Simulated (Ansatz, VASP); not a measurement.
# One calculation of ZnS, two programs

Contents of INCAR:

```
ALGO     = Normal         # electronic algorithm
EDIFF    = 1E-6           # SCF threshold, eV
ENCUT    = 520            # plane-wave cutoff, eV
GGA      = PS             # functional
ISIF     = 2              # what is computed and relaxed
ISMEAR   = 0              # smearing method
LASPH    = T              # aspherical terms in the spheres
LCHARG   = F              # write CHGCAR
LREAL    = F              # projectors in reciprocal space
LWAVE    = F              # write WAVECAR
NBANDS   = 66             # bands
NELM     = 100            # most SCF steps
PREC     = Accurate       # precision mode
SIGMA    = 0.05           # smearing width, eV
```

KPOINTS

```
k-points
0
Gamma
  9 9 2
```

Contents of POSCAR:

```
ZnS
1.0
    3.8919133123      0.0000000000      0.0000000000
   -1.9459566561      3.3704957978      0.0000000000
    0.0000000000      0.0000000000     17.5704318396
Zn S
6 6
Direct
    0.0000000000      0.0000000000      0.0000277175
    0.0000000000      0.0000000000      0.5000277175
    0.3333333333      0.6666666667      0.1618309784
    0.6666666667      0.3333333333      0.6618309784
    0.6666666667      0.3333333333      0.3332753580
    0.3333333333      0.6666666667      0.8332753580
    0.0000000000      0.0000000000      0.1251125986
    0.0000000000      0.0000000000      0.6251125986
    0.3333333333      0.6666666667      0.2916367831
    0.6666666667      0.3333333333      0.7916367831
    0.6666666667      0.3333333333      0.4581259436
    0.3333333333      0.6666666667      0.9581259436
```

Input for Ansatz:

```yaml
crystal:
  lattice:
    - [3.8919133123, 0.0, 0.0]
    - [-1.9459566561, 3.3704957978, 0.0]
    - [0.0, 0.0, 17.5704318396]
  atoms:
    - { symbol: Zn, position: [0.0, 0.0, 2.77175e-05] }
    - { symbol: Zn, position: [0.0, 0.0, 0.5000277175] }
    - { symbol: Zn, position: [0.3333333333, 0.6666666667, 0.1618309784] }
    - { symbol: Zn, position: [0.6666666667, 0.3333333333, 0.6618309784] }
    - { symbol: Zn, position: [0.6666666667, 0.3333333333, 0.333275358] }
    - { symbol: Zn, position: [0.3333333333, 0.6666666667, 0.833275358] }
    - { symbol: S, position: [0.0, 0.0, 0.1251125986] }
    - { symbol: S, position: [0.0, 0.0, 0.6251125986] }
    - { symbol: S, position: [0.3333333333, 0.6666666667, 0.2916367831] }
    - { symbol: S, position: [0.6666666667, 0.3333333333, 0.7916367831] }
    - { symbol: S, position: [0.6666666667, 0.3333333333, 0.4581259436] }
    - { symbol: S, position: [0.3333333333, 0.6666666667, 0.9581259436] }
basis:
  ecutwfc: 520.0
kpoints:
  mp_grid: { grid: [9, 9, 2] }
hamiltonian:
  xc: pbesol
scf:
  occupations: { method: gaussian, width: 0.05 }
output:
  forces: true
  stress: true
  eigenvalues: true
```

Alike in both runs: task single point; functional PBEsol; k mesh 9 × 9 × 2; occupations gaussian, width 0.05 eV; no spin polarisation.

|  | VASP | Ansatz |
| --- | --- | --- |
| version | VASP 6.6.1 | Ansatz 0.2.0 |
| potentials or method | VASP PAW PBE potentials, release 64 (Zn, S), cutoff 520 eV | scalar-relativistic, plane waves, PAW |
| valence electrons in the cell | 108 | 108 |

VASP gave:

```
gap on the k mesh at the Fermi level (eV)                     : 1.92
least direct gap on the mesh (eV)                             : 1.92
pressure (GPa)                                                : 0.9
traceless stress, the component that is largest in VASP (GPa) : 8.03
rms of the force components (eV/Å)                            : 0.405
```

**Question.** What did Ansatz give for the same quantities?

**Answer.** gap on the k mesh at the Fermi level (eV): 1.92; least direct gap on the mesh (eV): 1.92; pressure (GPa): 0.7; traceless stress, the component that is largest in VASP (GPa): 8.00; rms of the force components (eV/Å): 0.402.

VASP's potentials were made for PBE, not for PBEsol. Atom by atom the forces differ by 0.003 eV/Å (rms over components).
